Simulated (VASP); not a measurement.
Wanted: the native input for a VASP 6.6.1 run.

| Quantity | Value |
| --- | --- |
| Task | density of states |
| Functional | PBE |
| Potentials or basis | VASP PAW PBE potentials, release 64 (Si, C) |
| Cutoff | 520 eV |
| k mesh | 10 × 10 × 10 |
| Occupations | gaussian, width 0.02 eV |
| Spin | no spin polarisation |
| Dipole correction | no |
| k mesh for the DOS | 15 × 15 × 15 |
| Occupations for the DOS | tetrahedron |
| Further INCAR settings | ALGO = Normal; EDIFF = 1e-07 |

Crystal: SiC.

```
CELL_PARAMETERS angstrom
0.00000 2.18972 2.18972
2.18972 0.00000 2.18972
2.18972 2.18972 0.00000
ATOMIC_POSITIONS crystal
Si 0.00000 0.00000 0.00000
C 0.75000 0.75000 0.75000
```

These files were run (other wordings do the same):

POSCAR

```
SiC
1.0
    0.0000000000      2.1897201888      2.1897201888
    2.1897201888      0.0000000000      2.1897201888
    2.1897201888      2.1897201888      0.0000000000
Si C
1 1
Direct
    0.0000000000      0.0000000000      0.0000000000
    0.7500000000      0.7500000000      0.7500000000
```

INCAR.step1

```
SYSTEM = SiC
  PREC = Accurate
  ENCUT = 520
  EDIFF = 1E-7
  ISMEAR = 0
  SIGMA = 0.02
  LREAL = .FALSE.
  LASPH = .TRUE.
  NELM = 100
  ALGO = Normal
  ISIF = 2
  LWAVE = .FALSE.
  LCHARG = .TRUE.
  GGA = PE
  NBANDS = 11
```

KPOINTS.step1

```
regular mesh
0
G
  10 10 10
  0 0 0
```

INCAR.step2

```
SYSTEM = SiC
  PREC = Accurate
  ENCUT = 520
  EDIFF = 1E-7
  ISMEAR = -5
  SIGMA = 0.02
  LREAL = .FALSE.
  LASPH = .TRUE.
  NELM = 100
  ALGO = Normal
  ISIF = 2
  LWAVE = .FALSE.
  LCHARG = .FALSE.
  GGA = PE
  LORBIT = 11
  NEDOS = 1001
  ICHARG = 11
```

KPOINTS.step2

```
regular mesh
0
G
  15 15 15
  0 0 0
```

Potentials or basis: VASP PAW PBE potentials, release 64 (Si, C).

Run with:

```bash
$ cat potpaw_PBE.64/Si/POTCAR potpaw_PBE.64/C/POTCAR > POTCAR
$ cp INCAR.step1 INCAR
$ cp KPOINTS.step1 KPOINTS
$ mpirun -np 1 vasp_std > vasp.out
$ cp INCAR.step2 INCAR
$ cp KPOINTS.step2 KPOINTS
$ mpirun -np 1 vasp_std > vasp.out
```

It gave:

```
Valence electrons inside the program's atomic spheres : Si 1.67; C 2.53
```

Run time: 13 s on 1 thread of Intel(R) Xeon(R) Platinum 8259CL CPU @ 2.50GHz (Skylake/Cascade Lake), with other jobs on the host, peak memory 0.14 GiB.
